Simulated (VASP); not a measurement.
# Sn32HO64 (a cell with a defect) in VASP: single point with PBE

Aim: the single point of Sn32HO64 (a cell with a defect) with PBE.

Program: VASP 6.6.1. These are calculated values, not measurements. Logs are shortened: lines on timing, memory, paths and dates and some standing lists are left out, and cuts for length are marked.

### 1 The cell of the first run

The cell holds a defect, 97 atoms: a = 11.626 Å, b = 11.626 Å, c = 13.654 Å, α = 54.04°, β = 54.04°, γ = 71.92°.

### 2 Single point, PBE

Input file INCAR:

```
PREC     = Accurate       # precision mode
ENCUT    = 520            # plane-wave cutoff, eV
EDIFF    = 1E-6           # SCF threshold, eV
ISMEAR   = -1             # smearing method
SIGMA    = 0.01           # smearing width, eV
LREAL    = Auto         
LASPH    = True           # aspherical terms in the spheres
NELM     = 120            # most SCF steps
ALGO     = Normal         # electronic algorithm
ISIF     = 2              # what is computed and relaxed
LWAVE    = False          # write WAVECAR
LCHARG   = False          # write CHGCAR
GGA      = PE             # functional
NELECT   = 834.0        
NBANDS   = 470            # bands
GGA_COMPAT= False
```

Input file KPOINTS:

```
Automatic mesh
0
Gamma
  1 1 1
```

Input file POSCAR:

```
Sn32HO64
1.0
    0.0000000000      9.6549200600      6.4759066800
    9.6549200600      0.0000000000      6.4759066800
    9.6549200600      9.6549200600      0.0000000000
Sn O H
32 64 1
Direct
    0.1227488751      0.1231004057      0.1264119657
    0.3729698039      0.3733187452      0.3734253972
   -0.0012026458     -0.0000376439      0.0004957523
    0.2473902101      0.2495408235      0.2527320042
    0.1248980896      0.1235387826      0.6267304019
    0.3694391211      0.3692810669      0.8869491167
   -0.0014592037      0.0002544303      0.5011456817
    0.2490375767      0.2499737833      0.7505984575
    0.1237284933      0.6250262741      0.1253272197
    0.3727051436      0.8756883863      0.3754868616
   -0.0004290093      0.4989125668      0.0002873199
    0.2495125078      0.7493321821      0.2498538225
    0.1231114422      0.6260871240      0.6250498015
    0.3737729661      0.8750280744      0.8753112236
   -0.0006674563      0.5001074822      0.5000026109
    0.2489787528      0.7498103465      0.7504546904
    0.6234105104      0.1244558872      0.1266723443
    0.8732220206      0.3757166068      0.3749568276
    0.4986673617     -0.0004574338      0.0006901649
    0.7488025956      0.2499611790      0.2502483483
    0.6231265102      0.1255118256      0.6251548764
    0.8742988689      0.3753647535      0.8756963558
    0.4999848017     -0.0008681282      0.5000267924
    0.7529457811      0.2458901070      0.7537669529
    0.6255005833      0.6258786289      0.1209313866
    0.8756858919      0.8759174836      0.3735578020
    0.4989395155      0.4998603931      0.0002302311
    0.7488233778      0.7497405268      0.2508503575
    0.6295194739      0.6292463489      0.6269083292
    0.8752382349      0.8740014561      0.8763254130
    0.4957267220      0.5030821428      0.4883798206
    0.7492786343      0.7513648246      0.7509009539
    0.0248572572      0.2217807934      0.3789597579
    0.2768737730      0.4711791622      0.1247389774
    0.2197353863      0.0281409466      0.3763766440
    0.4698751427      0.2780320214      0.1240857565
   -0.0006942181     -0.0005911618      0.1531638388
    0.2481774318      0.2477165269      0.4048674366
   -0.0015379471      0.0002571998      0.3476396216
    0.2444922837      0.2466361647      0.1032968206
    0.0276592535      0.2220565130      0.8757977348
    0.2778431868      0.4730308205      0.6260390769
    0.2208267197      0.0283819363      0.8751018778
    0.4707219889      0.2807656777      0.6216710019
   -0.0003715559     -0.0007790166      0.6547549129
    0.2507627688      0.2492974019      0.9042024645
   -0.0012652962      0.0001229079      0.8478321191
    0.2493917726      0.2507908520      0.5963032667
    0.0275968004      0.7217368821      0.3754180331
    0.2770598050      0.9712861640      0.1258495900
    0.2208559675      0.5273813434      0.3742411399
    0.4714506861      0.7779924266      0.1237199590
   -0.0001046199      0.4991581363      0.1530076985
    0.2503673306      0.7484690207      0.4033016755
   -0.0030052751      0.5008149502      0.3475206082
    0.2490563638      0.7497301104      0.0967933149
    0.0281567509      0.7202258678      0.8762635805
    0.2786572520      0.9706058087      0.6258490459
    0.2245718441      0.5268639379      0.8713763289
    0.4719460027      0.7741125646      0.6240646255
   -0.0004774335      0.4996322484      0.6534386140
    0.2498150584      0.7489667832      0.9032425465
   -0.0006134779      0.5004892729      0.8467333783
    0.2490955939      0.7496989101      0.5973070640
    0.5270073736      0.2213113159      0.3752527120
    0.7774063326      0.4717717979      0.1248403919
    0.7212689924      0.0278590047      0.3747903157
    0.9708852103      0.2775770359      0.1251839373
    0.4990650312     -0.0006928094      0.1538943886
    0.7489363879      0.2498442183      0.4039338514
    0.4983658668     -0.0007104559      0.3479108448
    0.7482812870      0.2505484244      0.0973051031
    0.5278926356      0.2226441217      0.8761536865
    0.7761641276      0.4708555407      0.6278712156
    0.7209239267      0.0268495109      0.8754862874
    0.9720057663      0.2778772848      0.6243695433
    0.4997680813     -0.0011886299      0.6532902486
    0.7501048718      0.2486802126      0.9050054658
    0.4979861398      0.0017471269      0.8465961995
    0.7375319888      0.2612083143      0.5995447472
    0.5257618473      0.7209608742      0.3781409241
    0.7767318378      0.9711128362      0.1267599514
    0.7179729642      0.5280806618      0.3745621303
    0.9704268505      0.7779653916      0.1254398096
    0.4994637010      0.4994305573      0.1517652021
    0.7496080234      0.7478974966      0.4054953778
    0.4977343993      0.5010841940      0.3410172372
    0.7479750427      0.7494812178      0.0976817778
    0.5276330078      0.7218924100      0.8739996226
    0.7770336533      0.9739072667      0.6269405812
    0.7207668270      0.5289083768      0.8730810665
    0.9706665135      0.7790515661      0.6253772553
    0.5177565005      0.4806451627      0.6497436890
    0.7510841021      0.7505893284      0.9020009469
    0.4978624690      0.5008542080      0.8454678661
    0.7521257062      0.7542269147      0.5956986071
    0.5899424711      0.4078305542      0.6421465494
```

Potentials or basis: VASP PAW PBE potentials, release 64 (Sn_d, O, H).

The run is started by

```sh
> cat potpaw_PBE.64/Sn_d/POTCAR potpaw_PBE.64/O/POTCAR potpaw_PBE.64/H/POTCAR > POTCAR
> mpirun -np 1 vasp_gam > vasp.out
```

OUTCAR:

```text
PREC = Accurate
   ENCUT = 520
   EDIFF = 1E-6
   ISMEAR = -1
   LREAL = Auto
   LASPH = True
   NELM = 120
   ISIF = 2
   GGA = PE
   NELECT = 834.0

 ion  position               nearest neighbor table
   1  0.123  0.123  0.126-  37 2.08  39 2.08  50 2.09  40 2.09  68 2.09  46 2.10   6 3.19  26 3.20

   2  0.373  0.373  0.373-  38 2.07  87 2.08  65 2.09  51 2.09  85 2.09  48 2.10   5 3.22  25 3.27
                            31 3.68   4 3.72  27 3.75
   3  0.999  1.000  0.000-  47 2.08  37 2.08  84 2.09  43 2.09  82 2.09  41 2.09  28 3.24   8 3.24

   4  0.247  0.250  0.253-  38 2.07  40 2.08  35 2.09  34 2.09  33 2.10  36 2.10   7 3.23  27 3.25
                             6 3.69   2 3.72
   5  0.125  0.124  0.627-  47 2.08  48 2.09  45 2.09  38 2.09  58 2.09  76 2.10   2 3.22  30 3.23
                            24 3.74
   6  0.369  0.369  0.887-  40 2.04  59 2.07  95 2.07  46 2.08  73 2.09  93 2.25   1 3.19  29 3.37
                             4 3.69  27 3.72  19 3.75  11 3.75
   7  0.999  0.000  0.501-  35 2.08  92 2.08  90 2.09  33 2.09  39 2.10  45 2.10   4 3.23  32 3.23
[... 43 lines left out ...]
  29  0.630  0.629  0.627-  96 2.04  60 2.07  95 2.07  86 2.08  74 2.08  93 2.25  26 3.19   6 3.37
                            32 3.69  27 3.72  15 3.75  23 3.75
  30  0.875  0.874  0.876-  47 2.08  88 2.09  45 2.09  94 2.09  57 2.09  75 2.10  25 3.22   5 3.23
                            24 3.74
  31  0.496  0.503  0.488-  87 2.01  81 2.06  42 2.06  83 2.10  44 2.10  93 2.22  28 3.24   8 3.24
                            25 3.68   2 3.68  10 3.75  13 3.75
  32  0.749  0.751  0.751-  94 2.07  96 2.08  92 2.09  89 2.09  90 2.10  91 2.10   7 3.23  27 3.25
                            29 3.69  25 3.72
  33  0.025  0.222  0.379-   7 2.09  18 2.09   4 2.10
  34  0.277  0.471  0.125-   4 2.09  27 2.09   9 2.10
  35  0.220  0.028  0.376-   7 2.08  10 2.09   4 2.09
  36  0.470  0.278  0.124-  27 2.09  17 2.10   4 2.10
  37  0.999  0.999  0.153-   1 2.08  26 2.08   3 2.08
  38  0.248  0.248  0.405-   2 2.07   4 2.07   5 2.09
[... 52 lines left out ...]
  91  0.721  0.529  0.873-  27 2.09  22 2.10  32 2.10
  92  0.971  0.779  0.625-   7 2.08  13 2.09  32 2.09
  93  0.518  0.481  0.650-  97 1.00  31 2.22   6 2.25  29 2.25
  94  0.751  0.751  0.902-  25 2.07  32 2.07  30 2.09
  95  0.498  0.501  0.845-   6 2.07  29 2.07  27 2.11
  96  0.752  0.754  0.596-  29 2.04  32 2.08  26 2.09
  97  0.590  0.408  0.642-  93 1.00

  LATTYP: Found a body centered tetragonal cell.
 ALAT       =    13.6541188925
 C/A-ratio  =     0.9485645659

  Lattice vectors:

 A1 = (   0.0000000000,  -9.6549200600,  -6.4759066800)
 A2 = (   0.0000000000,   9.6549200600,  -6.4759066800)
 A3 = (   9.6549200600,   0.0000000000,   6.4759066800)

Analysis of symmetry for initial positions (statically):
=====================================================================
[... 291 lines left out ...]
   PSTRESS=    0.0 pullay stress
   NELECT =     834.0000    total number of electrons
   NUPDOWN=      -1.0000    fix difference up-down
   EMIN   =  10.00;   EMAX   =-10.00  energy-range for DOS
   EFERMI =   0.00;   METHOD = LEGACY
   ISMEAR =    -1;   SIGMA  =   0.01  broadening in eV -4-tet -1-fermi 0-gaus
   EFERMI_NEDOS =   21; number of points for ismear=-14 and -15
   IALGO  =     38    algorithm
   IMIX   =      4    mixing-type and parameters
     AMIX     =   0.40;   BMIX     =  1.00
     AMIX_MAG =   1.60;   BMIX_MAG =  1.00
  volume/ion in A,a.u.               =      12.45        83.99
  Fermi-wavevector in a.u.,A,eV,Ry     =   1.447174  2.734763 28.494868  2.094314
  Thomas-Fermi vector in A             =   2.565159
   LORBIT       =      0    0 simple, 1 ext, 2 COOP (PROOUT), +10 PAW based schemes
   GGA     = PE    functional components
   LHFCALC =     F    Hartree Fock is set to
   AEXX    =    0.0000 exact exchange contribution
   IVDW    =     0    specifies the selected vdW correction
   LEPSILON=     F    determine dielectric tensor
   LRPA    =     F    only Hartree local field effects (RPA)
 non-spin polarized calculation
  energy-cutoff  :      520.00
  volume of cell :     1207.34
 maximum number of plane-waves:     16247
 NGX is ok and might be reduce to    90
   NGX = 43   NGY = 43   NGZ = 51

 number of electron     833.9999962 magnetization

 Free energy of the ion-electron system (eV)
  ---------------------------------------------------
  ext. energy  EPLUGINS =         0.00000000
  ---------------------------------------------------
  free energy    TOTEN  =      -594.02748333 eV

  energy without entropy =     -594.02748333  energy(sigma->0) =     -594.02748333

 E-fermi :   6.4599     XC(G=0): -11.0014

 val. band max:        6.2188416177   @ k =   0.0000   0.0000   0.0000
 cond. band min:       9.3160745531   @ k =   0.0000   0.0000   0.0000
 fundamental gap:      3.0972329354
 Fermi energy:         6.4599084754

 k-point     1 :       0.0000    0.0000    0.0000
  band No.  band energies     occupation
      1     -15.6071      2.00000
      2     -15.4576      2.00000
      3     -15.3869      2.00000
      4     -15.3789      2.00000
      5     -15.3438      2.00000
      6     -15.3336      2.00000
[... 421 lines left out ...]
    428       9.5991      0.00000
    429       9.6107      0.00000
 [bands above 429 left out]

------------------------ aborting loop because EDIFF is reached ----------------------------------------

  FORCE on cell =-STRESS in cart. coord.  units (eV):
  Direction    XX          YY          ZZ          XY          YZ          ZX
  --------------------------------------------------------------------------------------
  -------------------------------------------------------------------------------------
  Total       31.4963054     34.9111706     41.7529259      4.5735684      0.0763774      0.0509457
  in kB       41.7967250     46.3283733     55.4076276      6.0692891      0.1013555      0.0676067
  external PRESSURE =      47.8442420 kB  Pullay stress =       0.0000000 kB

 VOLUME and BASIS-vectors are now :
 -----------------------------------------------------------------------------
  energy-cutoff  :      520.00
  volume of cell :     1207.34
      direct lattice vectors                 reciprocal lattice vectors
     0.000000000  9.654920060  6.475906680    -0.051787068  0.051787068  0.077209266
     9.654920060  0.000000000  6.475906680     0.051787068 -0.051787068  0.077209266
     9.654920060  9.654920060  0.000000000     0.051787068  0.051787068 -0.077209266

 POSITION                                       TOTAL-FORCE (eV/Angst)
 -----------------------------------------------------------------------------------
      2.40902      2.40563      1.59210         0.002427     -0.003981      0.009208
      7.20976      7.20639      4.83290        -0.002378      0.008084      0.008100
      9.65934      9.64810     12.94378        -0.004042      0.007742      0.009901
      4.84940      4.82864      3.21808        -0.000478     -0.004122     -0.004852
      7.24379      7.25691      1.60885        -0.002836      0.001489     -0.001454
     12.12880     12.13033      4.78388        -0.001249     -0.028438      0.010012
[... 89 lines left out ...]
     13.03342     13.01314      9.75500         0.018810      0.016420      0.014417
     10.13745     11.89572      6.46148        -0.081448      0.077139      0.008108
 -----------------------------------------------------------------------------------
    total drift:                               -0.002167     -0.014587      0.001544

  FREE ENERGIE OF THE ION-ELECTRON SYSTEM (eV)
  ---------------------------------------------------
  free  energy   TOTEN  =      -594.0274833327 eV

  energy  without entropy=     -594.0274833326  energy(sigma->0) =     -594.02748333
```

Wall time 61 min (1 thread of Intel Xeon 8259CL, shared host); peak memory 1.6 GiB.

Results:

```
Free energy   : -594.0275 eV
Largest force : 0.112 eV/Å
```

Forces in eV/Å, atoms in the order of the input:
```
Sn   0.002 -0.004  0.009
Sn  -0.002  0.008  0.008
Sn  -0.004  0.008  0.010
Sn   0.000 -0.004 -0.005
Sn  -0.003  0.001 -0.001
Sn  -0.001 -0.028  0.010
Sn  -0.007 -0.003  0.002
Sn  -0.001  0.002  0.008
Sn   0.002 -0.008 -0.002
Sn   0.010  0.002 -0.003
Sn  -0.001  0.007  0.000
Sn   0.003  0.000  0.002
Sn   0.005 -0.002 -0.003
Sn   0.002 -0.006  0.007
Sn   0.001  0.000  0.001
Sn  -0.002  0.003 -0.004
Sn   0.014  0.006 -0.003
Sn   0.002 -0.001  0.001
Sn  -0.012 -0.002 -0.005
Sn   0.000  0.008  0.002
Sn   0.011 -0.009 -0.004
Sn   0.009  0.003  0.010
Sn   0.003  0.004 -0.006
Sn  -0.010 -0.019  0.002
Sn   0.000  0.007 -0.008
Sn   0.004 -0.003  0.001
Sn   0.002 -0.002 -0.001
Sn  -0.005 -0.001 -0.010
Sn  -0.001 -0.015 -0.023
Sn  -0.015  0.005  0.000
Sn   0.020  0.007 -0.003
Sn  -0.002 -0.005  0.006
O    0.022 -0.012 -0.002
O    0.014 -0.011  0.002
O   -0.021  0.013  0.002
O   -0.021  0.011 -0.002
O   -0.016 -0.016  0.002
O   -0.014 -0.009 -0.004
O    0.014  0.018  0.003
O    0.019  0.018 -0.014
O    0.015 -0.015 -0.005
O    0.018 -0.010 -0.004
O   -0.017  0.012  0.000
O   -0.006  0.016  0.009
O   -0.011 -0.016 -0.001
O   -0.021 -0.014 -0.002
O    0.016  0.014 -0.003
O    0.019  0.009  0.002
O    0.013 -0.012 -0.004
O    0.015 -0.011 -0.003
O   -0.013  0.014  0.002
O   -0.013  0.013 -0.002
O   -0.009 -0.008 -0.001
O   -0.021 -0.011 -0.003
O    0.018  0.011  0.006
O    0.014  0.013 -0.001
O    0.015 -0.019 -0.001
O    0.017 -0.012  0.000
O   -0.012  0.001  0.004
O   -0.011  0.001 -0.002
O   -0.018 -0.013 -0.002
O   -0.011 -0.008  0.000
O    0.010  0.010  0.001
O    0.011  0.016 -0.002
O    0.019 -0.009  0.003
O    0.018 -0.009 -0.001
O   -0.014  0.011  0.000
O   -0.015  0.012 -0.003
O   -0.020 -0.014  0.010
O   -0.016 -0.009  0.000
O    0.010  0.009  0.002
O    0.009  0.005 -0.004
O    0.014 -0.013  0.011
O    0.013 -0.010 -0.007
O   -0.018  0.014 -0.005
O   -0.016  0.015  0.002
O   -0.011 -0.012 -0.002
O   -0.013 -0.013 -0.005
O    0.016  0.011  0.000
O    0.015  0.011  0.002
O    0.020 -0.008  0.004
O    0.015 -0.016  0.000
O   -0.012  0.014 -0.007
O   -0.012  0.014 -0.003
O   -0.014 -0.010  0.000
O   -0.020 -0.018 -0.002
O   -0.004 -0.002 -0.001
O    0.019  0.011 -0.003
O    0.013 -0.009 -0.002
O    0.014 -0.009  0.000
O   -0.015  0.013  0.000
O   -0.014  0.016 -0.001
O    0.042 -0.032  0.005
O   -0.012 -0.011  0.007
O    0.011  0.007  0.005
O    0.019  0.016  0.014
H   -0.081  0.077  0.008
```

Levels at points of the mesh, in eV from the Fermi level:
```
           k point  band 413  band 414  band 415  band 416  band 417  band 418  band 419  band 420  band 421  band 422
(0.00, 0.00, 0.00)     -1.36     -1.35     -1.34     -0.90     -0.24      2.86      2.92      2.98      2.99      3.01
```

Caveat: the k points lie up to 0.67 Å⁻¹ apart; the cell carries a net charge on a neutralising background, which shifts energy and pressure; the cell is charged against a uniform background, so pressure and absolute levels hang on convention; spin-orbit coupling is left out, which moves the levels of the heavy elements.
